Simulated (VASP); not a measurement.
Write the native input for VASP 6.6.1 that does the following.

| Item | Value |
| --- | --- |
| Task | single point |
| Functional | PBEsol |
| Potentials or basis | VASP PAW PBE potentials, release 64 (Si, Ge_d) |
| Cutoff | 520 eV |
| k mesh | 2 × 2 × 2 |
| Occupations | gaussian, width 0.05 eV |
| Spin | no spin polarisation |
| Dipole correction | no |
| Further INCAR settings | LREAL = Auto; ALGO = Normal; EDIFF = 1e-06; NBANDS = 53 |

The structure of Si16Ge (a cell with a defect) lies in POSCAR:

```
Si16Ge
1.0
    0.0000000000      5.4300000000      5.4300000000
    5.4300000000      0.0000000000      5.4300000000
    5.4300000000      5.4300000000      0.0000000000
Si Ge
16 1
Direct
   -0.0261573665     -0.0264667587     -0.0255094843
    0.1007265193      0.1004263352      0.1013515654
    0.0117061694      0.0114026703      0.4651433702
    0.1272035912      0.1268930939      0.6063846225
    0.0117005525      0.4642132597      0.0123368324
    0.1272036832      0.6054292818      0.1278519337
    0.0190435543      0.4972883057      0.4982468692
    0.1602553407      0.6128043278      0.6137457643
    0.4645145488      0.0113968692      0.0123399632
    0.6057382136      0.1268934622      0.1278522099
    0.4975988029      0.0187337937      0.4982472376
    0.6131061694      0.1599544199      0.6137444751
    0.4975986188      0.4972883057      0.0196895948
    0.6131142726      0.6128078269      0.1608844383
    0.5240602210      0.5237607735      0.5246860037
    0.6509319521      0.6506214549      0.6515794659
    0.8124279926      0.8121335175      0.8130419890
```

One way to write it, as run:

INCAR

```
  PREC = Accurate
  ENCUT = 520
  EDIFF = 1E-6
  ISMEAR = 0
  SIGMA = 0.05
  LREAL = Auto
  LASPH = T
  NELM = 80
  ALGO = Normal
  ISIF = 2
  LWAVE = F
  LCHARG = T
  GGA = PS
  LELF = T
  LVHAR = T
  NBANDS = 53
```

KPOINTS

```
Automatic mesh
0
Gamma
  2 2 2
```

Potentials or basis: VASP PAW PBE potentials, release 64 (Si, Ge_d).

Launch:

```bash
$ cat potpaw_PBE.64/Si/POTCAR potpaw_PBE.64/Ge_d/POTCAR > POTCAR
$ mpirun -np 1 vasp_std > vasp.out
```

It gave:

The pressure is 3.3 GPa. The largest force is 0.012 eV/Å and the band gap on the k mesh is 0.17 eV.

Caveat: the k points lie up to 0.50 Å⁻¹ apart; the PAW data sets were made with another functional, which shifts forces and pressure a little.

Run time: 84 s on 1 thread of Intel(R) Xeon(R) 6975P-C (Granite Rapids), with other jobs on the host, peak memory 0.49 GiB.
